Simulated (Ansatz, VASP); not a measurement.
One calculation of Pt, two programs

The input INCAR:

```
PREC = Accurate
ENCUT = 500
EDIFF = 1E-6
ISMEAR = -1
SIGMA = 0.15
LREAL = F
LASPH = T
NELM = 120
ALGO = Normal
ISIF = 2
LWAVE = F
LCHARG = T
GGA = LIBXC
LIBXC1 = GGA_X_PBE_R
LIBXC2 = LDA_C_PW
LELF = T
LVHAR = T
NBANDS = 17
GGA_COMPAT = F
```

Contents of KPOINTS:

```
Automatic mesh
0
Gamma
  10 10 5
```

POSCAR

```
Pt
1.0
    2.8987350000      0.0000000000      0.0000000000
   -1.4493150000      2.5103400000      0.0000000000
    0.0000000000      0.0000000000      4.3465759637
Pt
2
Direct
    0.6666666667      0.3333333333      0.7500000000
    0.3333333333      0.6666666667      0.2500000000
```

Input for Ansatz:

```yaml
crystal:
  lattice:
    - [2.898735, 0.0, 0.0]
    - [-1.4493150000000001, 2.5103400000000002, 0.0]
    - [0.0, 0.0, 4.34657596371882]
  atoms:
    - { symbol: Pt, position: [0.6666666666666666, 0.3333333333333333, 0.75] }
    - { symbol: Pt, position: [0.3333333333333333, 0.6666666666666666, 0.25] }
basis:
  ecutwfc: 520.0
kpoints:
  mp_grid:
    grid: [10, 10, 5]
hamiltonian:
  xc:
    exchange: revpbe
    correlation: lda
scf:
  n_extra_bands: 2
  occupations:
    method: fermi_dirac
    width: 0.15
output:
  stress: true
```

Alike in both runs: task single point; functional revpbe exchange, lda correlation; k mesh 10 × 10 × 5; occupations fermi-dirac, width 0.15 eV; no spin polarisation.

|  | VASP | Ansatz |
| --- | --- | --- |
| version | VASP 6.6.1 | Ansatz 0.2.0 |
| potentials or method | VASP PAW PBE potentials, release 64 (Pt), cutoff 500 eV | plane waves, PAW |
| valence electrons in the cell | 20 | 36 |

|  | VASP | Ansatz | Ansatz less VASP |
| --- | --- | --- | --- |
| gap on the k mesh at the Fermi level (eV) | none | none | - |
| pressure (GPa) | 23.8 | 24.3 | +0.45 |
| traceless stress, the component that is largest in VASP (GPa) | 7.70 | 7.70 | +0.008 |

VASP's potentials were made for PBE, not for revpbe exchange, lda correlation. A gap of «none» marks a metal or a gap that the smearing closes. VASP's potentials hold 20 valence electrons a cell and Ansatz's 36, so a difference there can come from the potentials and not from the codes. Ansatz's warnings: near symmetry operations not taken, structure snapped to symmetry.

Spin-orbit coupling is off throughout.
